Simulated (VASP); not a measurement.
The system is C.

```
C
1.0
     0.00000    1.78012    1.78012
     1.78012    0.00000    1.78012
     1.78012    1.78012    0.00000
C
2
Direct
  0.00000 0.00000 0.00000
  0.25000 0.25000 0.25000
```

Base run:

```yaml
Program: VASP 6.6.1
Functional: r2SCAN
Potentials_or_basis: VASP PAW PBE potentials, release 64 (C)
Cutoff: 520 eV
k_mesh: 10 × 10 × 10
Occupations: gaussian, width 0.01 eV
Spin: no spin polarisation
```

Its results: band gap on the k mesh 4.38 eV (least direct gap 5.85 eV); electronic dielectric tensor (diagonal) 5.79.

Question: The run is repeated on the same cell with these changes: functional from r2SCAN to PBE. What comes out?

Answer: Band gap on the k mesh 4.18 eV (least direct gap 5.60 eV); electronic dielectric tensor (diagonal) 5.85.

A k mesh can miss the band edges.
